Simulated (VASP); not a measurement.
Input of a VASP 6.6.1 run:

The input POSCAR:

```
CdSe
1.0
    4.3000000000      0.0000000000      0.0000000000
   -2.1500000000      3.7239092400      0.0000000000
    0.0000000000      0.0000000000      7.0200000000
Cd Se
2 2
Direct
    0.3333333333      0.6666666667      0.0000000000
    0.6666666667      0.3333333333      0.5000000000
    0.3333333333      0.6666666667      0.3850000000
    0.6666666667      0.3333333333      0.8850000000
```

File INCAR.step1:

```
SYSTEM = CdSe
PREC = Accurate ; ENCUT = 550
ISMEAR = 0 ; SIGMA = 0.01
LREAL = .False. ; LASPH = .True.
NELM = 120 ; NBANDS = 26
GGA = PE ; ALGO = Normal
EDIFF = 1E-5 ; LWAVE = .True.
LCHARG = .False. ; GGA_COMPAT = .False.
```

Contents of INCAR.step2:

```
SYSTEM = CdSe
PREC = Accurate ; ENCUT = 550
EDIFF = 1E-6 ; ISMEAR = 0
SIGMA = 0.01 ; LREAL = .False.
LASPH = .True. ; NELM = 120
ALGO = Normal ; ISIF = 2
LWAVE = .False. ; LCHARG = .False.
METAGGA = R2SCAN ; LMIXTAU = .True.
NBANDS = 26 ; ISTART = 1
GGA_COMPAT = .False.
```

The input KPOINTS:

```
regular mesh
0
Gamma
  6 6 2
  0 0 0
```

Potentials or basis: VASP PAW PBE potentials, release 64 (Cd, Se).

Command:

```sh
$ cat potpaw_PBE.64/Cd/POTCAR potpaw_PBE.64/Se/POTCAR > POTCAR
$ cp INCAR.step1 INCAR
$ mpirun -np 1 vasp_std > vasp.out
$ cp INCAR.step2 INCAR
$ mpirun -np 1 vasp_std > vasp.out
```

Problem. What does it give for the pressure?

Solution. 1.8 GPa.

Problem. Estimate the band gap on the k mesh.

Solution. 1.19 eV.

Problem. Estimate the largest force.

Solution. 0.288 eV/Å.

Forces in eV/Å, atoms in the order of the input:
```
Cd   0.000  0.000  0.288
Cd   0.000  0.000  0.288
Se   0.000  0.000 -0.288
Se   0.000  0.000 -0.288
```

Caveat: the k points lie up to 0.45 Å⁻¹ apart; the PAW data sets were made with another functional, which shifts forces and pressure a little. r2SCAN opens gaps a little over a GGA but as a rule still falls short of measured ones.
